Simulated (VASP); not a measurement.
Input of a VASP 6.6.1 run:

INCAR

```
ALGO = Normal
EDIFF = 1E-6
ENCUT = 520
GGA = PE
ISIF = 2
ISMEAR = 0
IVDW = 12
LASPH = T
LCHARG = T
LELF = T
LREAL = F
LVHAR = T
LWAVE = F
NBANDS = 8
NELM = 60
PREC = Accurate
SIGMA = 0.1
```

Contents of KPOINTS:

```
k-points
0
Gamma
  18 18 18
```

Contents of POSCAR:

```
Li
1.0
   -1.6450438831      1.6450438831      1.6450438831
    1.6450438831     -1.6450438831      1.6450438831
    1.6450438831      1.6450438831     -1.6450438831
Li
1
Direct
    0.0000000000      0.0000000000      0.0000000000
```

Potentials or basis: VASP PAW PBE potentials, release 64 (Li_sv).

The run is started by

```bash
$ cat potpaw_PBE.64/Li_sv/POTCAR > POTCAR
$ mpirun -np 1 vasp_std > vasp.out
```

(1) Predict the dispersion energy per atom.

Results:

(1) -0.192 eV.
